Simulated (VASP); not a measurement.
Write the native input for VASP 6.6.1 that does the following.

```yaml
Task: G0W0 quasiparticle levels
Functional: HSE06
Potentials_or_basis: VASP PAW PBE potentials, release 64 (Be_GW, S_GW)
Cutoff: 500 eV
k_mesh: 4 × 4 × 4
Occupations: gaussian, width 0.01 eV
Spin: no spin polarisation
Dipole_correction: no
GW_scheme: G0W0
GW_iterations: 1
Cutoff_of_the_response_function: 110
Frequency_points: 96
Empty_bands: 90
Grid_for_exact_exchange_PRECFOCK: Fast
Further_INCAR_settings: ALGO = EVGW0; EDIFF = 1e-08; NBANDS = 94
Share_of_exact_exchange: 0.25
Screening_parameter: 0.2 1/Å
```

BeS:

```
Be S
1.0
     0.00000    2.43431    2.43431
     2.43431    0.00000    2.43431
     2.43431    2.43431    0.00000
Be S
1 1
Direct
  0.00000 0.00000 0.00000
  0.25000 0.25000 0.25000
```

These files were run (other wordings do the same):

POSCAR

```
BeS
1.0
    0.0000000000      2.4343062304      2.4343062304
    2.4343062304      0.0000000000      2.4343062304
    2.4343062304      2.4343062304      0.0000000000
Be S
1 1
Direct
    0.0000000000      0.0000000000      0.0000000000
    0.2500000000      0.2500000000      0.2500000000
```

INCAR.step1

```
PREC = Accurate
ENCUT = 500
EDIFF = 1E-5
ISMEAR = 0
SIGMA = 0.02
LREAL = False
LASPH = True
NELM = 100
ALGO = Normal
ISIF = 2
LWAVE = True
LCHARG = False
GGA = PE
```

INCAR.step2

```
PREC = Accurate
ENCUT = 500
EDIFF = 1E-8
ISMEAR = 0
SIGMA = 0.01
LREAL = False
LASPH = True
NELM = 100
ALGO = Normal
LWAVE = True
LCHARG = False
GGA = PE
LHFCALC = True
HFSCREEN = 0.2
PRECFOCK = Fast
ISTART = 1
```

INCAR.step3

```
PREC = Accurate
ENCUT = 500
EDIFF = 1E-8
ISMEAR = 0
SIGMA = 0.01
LREAL = False
LASPH = True
NELM = 1
ALGO = Exact
LWAVE = True
LCHARG = False
GGA = PE
LHFCALC = True
HFSCREEN = 0.2
PRECFOCK = Fast
ISTART = 1
NBANDS = 94
LOPTICS = True
```

INCAR.step4

```
PREC = Accurate
ENCUT = 500
EDIFF = 1E-8
ISMEAR = 0
SIGMA = 0.01
LREAL = False
LASPH = True
ALGO = EVGW0
LWAVE = False
LCHARG = False
GGA = PE
LHFCALC = True
HFSCREEN = 0.2
PRECFOCK = Fast
ISTART = 1
NELMGW = 1
NBANDS = 94
ENCUTGW = 110.0
NOMEGA = 96
NBANDSGW = 12
OMEGAMAX = 20
```

KPOINTS

```
Automatic mesh
0
Gamma
  4 4 4
```

Potentials or basis: VASP PAW PBE potentials, release 64 (Be_GW, S_GW).

The run is started by

```console
$ cat potpaw_PBE.64/Be_GW/POTCAR potpaw_PBE.64/S_GW/POTCAR > POTCAR
$ cp INCAR.step1 INCAR
$ mpirun -np 1 vasp_std > vasp.out
$ cp INCAR.step2 INCAR
$ mpirun -np 1 vasp_std > vasp.out
$ cp INCAR.step3 INCAR
$ mpirun -np 1 vasp_std > vasp.out
$ cp INCAR.step4 INCAR
$ mpirun -np 1 vasp_std > vasp.out
```

Results of the run:

The quasiparticle gap is 4.74 eV, the least direct quasiparticle gap is 7.63 eV and the band gap of the starting levels on the mesh is 4.12 eV. The least direct gap of the starting levels on the mesh is 6.90 eV.

Caveat: the k points lie up to 0.56 Å⁻¹ apart; bands, screening cutoff and mesh are small and nothing is extrapolated, so the quasiparticle values aren't converged.

Run time: 2.9 min on 1 thread of Intel(R) Xeon(R) 6975P-C (Granite Rapids), with other jobs on the host, peak memory 0.43 GiB.
